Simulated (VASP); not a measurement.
# SiO3 (ReO3 type) (Pm-3m) in VASP: notebook

SiO3 (ReO3 type) is run at these levels: PBE; tasks: single point.

Program: VASP 6.6.1. These are calculated values, not measurements. Logs are shortened: lines on timing, memory, paths and dates and some standing lists are left out, and cuts for length are marked.

## (1) The cell of the first run

It takes space group Pm-3m (No. 221, cubic). Conventional cell: a = 3.423 Å, b = 3.423 Å, c = 3.423 Å, α = 90.00°, β = 90.00°, γ = 90.00°. Si (site symmetry m-3m) has 6 O at 1.71 Å within 2.3 Å. Within 2.3 Å of O (site symmetry 4/mmm) lie 2 Si at 1.71 Å.

## (2) Single point, PBE

INCAR

```
SYSTEM = SiO3
  PREC = Accurate
  ENCUT = 600
  EDIFF = 1E-6
  ISMEAR = -1
  SIGMA = 0.06122561905347299
  LREAL = .False.
  LASPH = .True.
  NELM = 120
  ALGO = Normal
  ISIF = 2
  LWAVE = .False.
  LCHARG = .True.
  GGA = PE
  LELF = .True.
  LVHAR = .True.
  NBANDS = 19
  GGA_COMPAT = .False.
```

KPOINTS

```
Automatic mesh
0
Gamma
  31 31 31
  0 0 0
```

POSCAR

```
SiO3
1.0
    3.4229678192      0.0000000000      0.0000000000
    0.0000000000      3.4229678192      0.0000000000
    0.0000000000      0.0000000000      3.4229678192
Si O
1 3
Direct
    0.0000000000      0.0000000000      0.0000000000
    0.5000000000      0.0000000000      0.0000000000
    0.0000000000      0.5000000000      0.0000000000
    0.0000000000      0.0000000000      0.5000000000
```

Potentials or basis: VASP PAW PBE potentials, release 64 (Si, O).

Launch:

```console
$ cat potpaw_PBE.64/Si/POTCAR potpaw_PBE.64/O/POTCAR > POTCAR
$ mpirun -np 1 vasp_std > vasp.out
```

OUTCAR:

```text
SYSTEM = SiO3
   PREC = Accurate
   ENCUT = 600
   EDIFF = 1E-6
   ISMEAR = -1
   LREAL = .False.
   LASPH = .True.
   NELM = 120
   ISIF = 2
   GGA = PE

 ion  position               nearest neighbor table
   1  0.000  0.000  0.000-   2 1.71   3 1.71   4 1.71   4 1.71   3 1.71   2 1.71
   2  0.500  0.000  0.000-   1 1.71   1 1.71
   3  0.000  0.500  0.000-   1 1.71   1 1.71
   4  0.000  0.000  0.500-   1 1.71   1 1.71

  LATTYP: Found a simple cubic cell.
 ALAT       =     3.4229678192

  Lattice vectors:

 A1 = (   3.4229678192,   0.0000000000,   0.0000000000)
 A2 = (   0.0000000000,   3.4229678192,   0.0000000000)
 A3 = (   0.0000000000,   0.0000000000,   3.4229678192)

Analysis of symmetry for initial positions (statically):
=====================================================================
 Subroutine PRICEL returns:
 Original cell was already a primitive cell.

 Routine SETGRP: Setting up the symmetry group for a
 simple cubic supercell.

 Subroutine GETGRP returns: Found 48 space group operations
 (whereof 48 operations were pure point group operations)
 out of a pool of 48 trial point group operations.

The static configuration has the point symmetry O_h .

Analysis of symmetry for dynamics (positions and initial velocities):
=====================================================================
 Subroutine PRICEL returns:
 Original cell was already a primitive cell.

 Routine SETGRP: Setting up the symmetry group for a
 simple cubic supercell.

 Subroutine GETGRP returns: Found 48 space group operations
 (whereof 48 operations were pure point group operations)
 out of a pool of 48 trial point group operations.

The dynamic configuration has the point symmetry O_h .

 Subroutine INISYM returns: Found 48 space group operations
 (whereof 48 operations are pure point group operations),
 and found     1 'primitive' translations

----------------------------------------------------------------------------------------

                                     Primitive cell

  volume of cell :      40.1059

  direct lattice vectors                    reciprocal lattice vectors
     3.422967819  0.000000000  0.000000000     0.292144143  0.000000000  0.000000000
     0.000000000  3.422967819  0.000000000     0.000000000  0.292144143  0.000000000
     0.000000000  0.000000000  3.422967819     0.000000000  0.000000000  0.292144143

  length of vectors
     3.422967819  3.422967819  3.422967819     0.292144143  0.292144143  0.292144143

  position of ions in fractional coordinates (direct lattice)
     0.000000000  0.000000000  0.000000000
     0.500000000  0.000000000  0.000000000
     0.000000000  0.500000000  0.000000000
     0.000000000  0.000000000  0.500000000

  ion indices of the primitive-cell ions
   primitive index   ion index
                 1           1
                 2           2
                 3           3
                 4           4

----------------------------------------------------------------------------------------

 KPOINTS: Automatic mesh

Automatic generation of k-mesh.
 Grid dimensions read from file:
 generate k-points for:   31   31   31

 Generating k-lattice:

  Cartesian coordinates                     Fractional coordinates (reciprocal lattice)
     0.009424005  0.000000000  0.000000000     0.032258065  0.000000000  0.000000000
     0.000000000  0.009424005  0.000000000     0.000000000  0.032258065  0.000000000
     0.000000000  0.000000000  0.009424005     0.000000000  0.000000000  0.032258065

  Length of vectors
     0.009424005  0.009424005  0.009424005

  Shift w.r.t. Gamma in fractional coordinates (k-lattice)
     0.000000000  0.000000000  0.000000000

 Subroutine IBZKPT returns following result:
 ===========================================

 Found    816 irreducible k-points:

 Following reciprocal coordinates:
            Coordinates               Weight
  0.000000  0.000000  0.000000      1.000000
  0.032258  0.000000  0.000000      6.000000
  0.064516  0.000000  0.000000      6.000000
  0.096774  0.000000  0.000000      6.000000
  0.129032  0.000000  0.000000      6.000000
  0.161290  0.000000  0.000000      6.000000
[... 16 lines left out ...]
  0.225806  0.032258  0.000000     24.000000
  0.258065  0.032258  0.000000     24.000000
 [... further k-points ...]
   k-points           NKPTS =    816   k-points in BZ     NKDIM =    816   number of bands    NBANDS=     19
   number of dos      NEDOS =    301   number of ions     NIONS =      4
   total plane-waves  NPLWV =  21952
   dimension x,y,z NGX =    28 NGY =   28 NGZ =   28
   dimension x,y,z NGXF=    56 NGYF=   56 NGZF=   56
   ions per type =               1   3
   NGX,Y,Z   is equivalent  to a cutoff of  13.60, 13.60, 13.60 a.u.
   NGXF,Y,Z  is equivalent  to a cutoff of  27.20, 27.20, 27.20 a.u.
 SYSTEM =  SiO3
   PREC   = accura    normal or accurate (medium, high low for compatibility)
   ISTART =      0    job   : 0-new  1-cont  2-samecut
   ICHARG =      2    charge: 1-file 2-atom 10-const
   ISPIN  =      1    spin polarized calculation?
   LNONCOLLINEAR =      F non collinear calculations
   LSORBIT =      F    spin-orbit coupling
   LASPH  =      T    aspherical Exc in radial PAW
   ENCUT  =  600.0 eV  44.10 Ry    6.64 a.u.   6.84  6.84  6.84*2*pi/ulx,y,z
   NELM   =    120;   NELMIN=  2; NELMDL= -5     # of ELM steps
   EDIFF  = 0.1E-05   stopping-criterion for ELM
   LREAL  =      F    real-space projection
   EDIFFG = 0.1E-04   stopping-criterion for IOM
   NSW    =      0    number of steps for IOM
   IBRION =     -1    ionic relax: 0-MD 1-quasi-New 2-CG
   NFREE  =      0    steps in history (QN), initial steepest desc. (CG)
   ISIF   =      2    stress and relaxation
   ISYM   =      2    0-nonsym 1-usesym 2-fastsym
   POTIM  = 0.5000    time-step for ionic-motion
   TEBEG  =    0.0;   TEEND  =   0.0 temperature during run
   PSTRESS=    0.0 pullay stress
   NELECT =      22.0000    total number of electrons
   NUPDOWN=      -1.0000    fix difference up-down
   EMIN   =  10.00;   EMAX   =-10.00  energy-range for DOS
   EFERMI =   0.00;   METHOD = LEGACY
   ISMEAR =    -1;   SIGMA  =   0.06  broadening in eV -4-tet -1-fermi 0-gaus
   EFERMI_NEDOS =   21; number of points for ismear=-14 and -15
   IALGO  =     38    algorithm
   IMIX   =      4    mixing-type and parameters
     AMIX     =   0.40;   BMIX     =  1.00
     AMIX_MAG =   1.60;   BMIX_MAG =  1.00
  volume/ion in A,a.u.               =      10.03        67.66
  Fermi-wavevector in a.u.,A,eV,Ry     =   1.340128  2.532474 24.435284  1.795943
  Thomas-Fermi vector in A             =   2.468465
   LORBIT       =      0    0 simple, 1 ext, 2 COOP (PROOUT), +10 PAW based schemes
   GGA     = PE    functional components
   LHFCALC =     F    Hartree Fock is set to
   AEXX    =    0.0000 exact exchange contribution
   IVDW    =     0    specifies the selected vdW correction
   LEPSILON=     F    determine dielectric tensor
   LRPA    =     F    only Hartree local field effects (RPA)
 non-spin polarized calculation
  energy-cutoff  :      600.00
  volume of cell :       40.11
 maximum number of plane-waves:      1357
 NGX is ok and might be reduce to    28
   NGX = 13   NGY = 13   NGZ = 13

 number of electron      21.9999976 magnetization

 Free energy of the ion-electron system (eV)
  ---------------------------------------------------
  ext. energy  EPLUGINS =         0.00000000
  ---------------------------------------------------
  free energy    TOTEN  =       -25.86820185 eV

  energy without entropy =      -25.83309068  energy(sigma->0) =      -25.85064626

 E-fermi :   2.4869     XC(G=0): -10.3428

 val. band max:        2.4867927881   @ k =   0.2581   0.2581   0.2258
 cond. band min:       2.4891075000   @ k =   0.2581   0.2581   0.2258
 fundamental gap:      0.0023147119
 Fermi energy:         2.4868650197

 k-point     1 :       0.0000    0.0000    0.0000
  band No.  band energies     occupation
      1     -18.1057      2.00000
      2     -13.9694      2.00000
      3     -13.9694      2.00000
      4      -4.4883      2.00000
      5      -4.4883      2.00000
      6      -4.4883      2.00000
[... 11 lines left out ...]
     18      19.6452      0.00000
     19      19.6452      0.00000

 k-point     2 :       0.0323    0.0000    0.0000
  band No.  band energies     occupation
      1     -18.0988      2.00000
      2     -13.9817      2.00000
      3     -13.9688      2.00000
      4      -4.4835      2.00000
      5      -4.4835      2.00000
      6      -4.4785      2.00000
[... 11 lines left out ...]
     18      19.6240      0.00000
     19      19.6676      0.00000

 k-point     3 :       0.0645    0.0000    0.0000
  band No.  band energies     occupation
      1     -18.0781      2.00000
      2     -14.0181      2.00000
      3     -13.9672      2.00000
      4      -4.4692      2.00000
      5      -4.4692      2.00000
      6      -4.4489      2.00000
[... 11 lines left out ...]
     18      19.5603      0.00000
     19      19.7341      0.00000

 k-point     4 :       0.0968    0.0000    0.0000
  band No.  band energies     occupation
      1     -18.0438      2.00000
      2     -14.0778      2.00000
      3     -13.9644      2.00000
      4      -4.4458      2.00000
      5      -4.4458      2.00000
      6      -4.4006      2.00000
[... 11 lines left out ...]
     18      19.4547      0.00000
     19      19.8432      0.00000

 k-point     5 :       0.1290    0.0000    0.0000
  band No.  band energies     occupation
      1     -17.9963      2.00000
      2     -14.1590      2.00000
      3     -13.9607      2.00000
      4      -4.4137      2.00000
      5      -4.4137      2.00000
      6      -4.3345      2.00000
[... 11 lines left out ...]
     18      19.3085      0.00000
     19      19.9921      0.00000

 k-point     6 :       0.1613    0.0000    0.0000
  band No.  band energies     occupation
      1     -17.9362      2.00000
      2     -14.2597      2.00000
      3     -13.9563      2.00000
      4      -4.3740      2.00000
      5      -4.3740      2.00000
      6      -4.2520      2.00000
[... 11 lines left out ...]
     18      19.1241      0.00000
     19      20.1769      0.00000

 k-point     7 :       0.1935    0.0000    0.0000
  band No.  band energies     occupation
      1     -17.8642      2.00000
      2     -14.3771      2.00000
      3     -13.9512      2.00000
      4      -4.3277      2.00000
      5      -4.3277      2.00000
      6      -4.1550      2.00000
[... 11 lines left out ...]
     18      18.9052      0.00000
     19      20.3928      0.00000

 k-point     8 :       0.2258    0.0000    0.0000
  band No.  band energies     occupation
      1     -17.7815      2.00000
      2     -14.5082      2.00000
      3     -13.9457      2.00000
      4      -4.2761      2.00000
      5      -4.2761      2.00000
      6      -4.0459      2.00000
[... 256 lines left out ...]
 k-point    20 :       0.1290    0.0323    0.0000
  band No.  band energies     occupation
      1     -17.9894      2.00000
      2     -14.1610      2.00000
      3     -13.9696      2.00000
      4      -4.4738      2.00000
      5      -4.4090      2.00000
      6      -4.2609      2.00000
[... 11 lines left out ...]
     18      19.3213      0.00000
     19      19.9785      0.00000

 k-point    21 :       0.1613    0.0323    0.0000
  band No.  band energies     occupation
      1     -17.9293      2.00000
      2     -14.2611      2.00000
      3     -13.9651      2.00000
      4      -4.4423      2.00000
      5      -4.3692      2.00000
      6      -4.1706      2.00000
[... 11 lines left out ...]
     18      19.1375      0.00000
     19      20.1608      0.00000

 k-point    22 :       0.1935    0.0323    0.0000
  band No.  band energies     occupation
      1     -17.8573      2.00000
      2     -14.3781      2.00000
      3     -13.9600      2.00000
      4      -4.4018      2.00000
      5      -4.3229      2.00000
      6      -4.0683      2.00000
[... 11 lines left out ...]
     18      18.9190      0.00000
     19      20.3731      0.00000

 k-point    23 :       0.2258    0.0323    0.0000
  band No.  band energies     occupation
      1     -17.7746      2.00000
      2     -14.5087      2.00000
      3     -13.9545      2.00000
      4      -4.3543      2.00000
      5      -4.2713      2.00000
      6      -3.9558      2.00000
[... 11 lines left out ...]
     18      18.6708      0.00000
     19      20.6086      0.00000

 k-point    24 :       0.2581    0.0323    0.0000
  band No.  band energies     occupation
      1     -17.6825      2.00000
      2     -14.6496      2.00000
      3     -13.9488      2.00000
      4      -4.3017      2.00000
      5      -4.2162      2.00000
      6      -3.8355      2.00000
[... 11 lines left out ...]
     18      18.3994      0.00000
     19      20.9105      0.00000

 [... further k-points ...]
[... 5 lines left out ...]
  --------------------------------------------------------------------------------------
  -------------------------------------------------------------------------------------
  Total        2.1514327      2.1514327      2.1514327      0.0000000     -0.0000000      0.0000000
  in kB       85.9468378     85.9468378     85.9468378      0.0000000     -0.0000000      0.0000000
  external PRESSURE =      85.9468378 kB  Pullay stress =       0.0000000 kB

 VOLUME and BASIS-vectors are now :
 -----------------------------------------------------------------------------
  energy-cutoff  :      600.00
  volume of cell :       40.11
      direct lattice vectors                 reciprocal lattice vectors
     3.422967819  0.000000000  0.000000000     0.292144143  0.000000000  0.000000000
     0.000000000  3.422967819  0.000000000     0.000000000  0.292144143  0.000000000
     0.000000000  0.000000000  3.422967819     0.000000000  0.000000000  0.292144143

 POSITION                                       TOTAL-FORCE (eV/Angst)
 -----------------------------------------------------------------------------------
      0.00000      0.00000      0.00000         0.000000      0.000000      0.000000
      1.71148      0.00000      0.00000         0.000000      0.000000      0.000000
      0.00000      1.71148      0.00000         0.000000      0.000000      0.000000
      0.00000      0.00000      1.71148         0.000000      0.000000      0.000000
 -----------------------------------------------------------------------------------
    total drift:                                0.000000      0.000000     -0.000000

  FREE ENERGIE OF THE ION-ELECTRON SYSTEM (eV)
  ---------------------------------------------------
  free  energy   TOTEN  =       -25.8682018497 eV

  energy  without entropy=      -25.8330906786  energy(sigma->0) =      -25.85064626
```

Run time: 16 min. Hardware: 1 thread of Oxide Virtual Turin-like, shared host; peak memory 0.6 GiB.

What came out:

```yaml
Free_energy: -25.8682 eV
Pressure: 8.6 GPa
Band_gap_on_the_k_mesh: zero (bands 11 and 12 overlap by 1.50 eV)
```

Caveat: the cell stands under pressure.

## (3) Single point, PBE

This run uses another cell than the first one, of 9.82 Å³/atom.

INCAR

```
SYSTEM = SiO3
PREC     = Accurate       ! precision mode
ENCUT    = 600            ! plane-wave cutoff, eV
EDIFF    = 1E-6           ! SCF threshold, eV
ISMEAR   = -1             ! smearing method
SIGMA    = 0.06122561905347299 ! smearing width, eV
LREAL    = .False.        ! projectors in reciprocal space
LASPH    = .True.         ! aspherical terms in the spheres
NELM     = 120            ! most SCF steps
ALGO     = Normal         ! electronic algorithm
ISIF     = 2              ! what is computed and relaxed
LWAVE    = .False.        ! write WAVECAR
LCHARG   = .False.        ! write CHGCAR
GGA      = PE             ! functional
NBANDS   = 19             ! bands
GGA_COMPAT= .False.
```

KPOINTS is that of step 2.

POSCAR

```
SiO3
1.0
    3.3990301981      0.0000000000      0.0000000000
    0.0000000000      3.3990301981      0.0000000000
    0.0000000000      0.0000000000      3.3990301981
Si O
1 3
Direct
    0.0000000000      0.0000000000      0.0000000000
    0.5000000000      0.0000000000      0.0000000000
    0.0000000000      0.5000000000      0.0000000000
    0.0000000000      0.0000000000      0.5000000000
```

Potentials or basis: VASP PAW PBE potentials, release 64 (Si, O).

Launch:

```console
$ cat potpaw_PBE.64/Si/POTCAR potpaw_PBE.64/O/POTCAR > POTCAR
$ mpirun -np 1 vasp_std > vasp.out
```

Wall time 15 min (1 thread of Oxide Virtual Turin-like, shared host); peak memory 0.6 GiB.

The run converged. Its results:

```yaml
Free_energy: -25.8074 eV
Pressure: 13.8 GPa
Band_gap_on_the_k_mesh: zero (bands 11 and 12 overlap by 1.55 eV)
```

Levels at points of the mesh, in eV from the Fermi level:
```tsv
k point	band 7	band 8	band 9	band 10	band 11	band 12	band 13	band 14	band 15	band 16
(0.00, 0.00, 0.00)	-0.59	-0.59	-0.59	-0.35	-0.35	-0.35	7.50	9.20	14.44	14.44
```

Caveat: the cell stands under pressure.
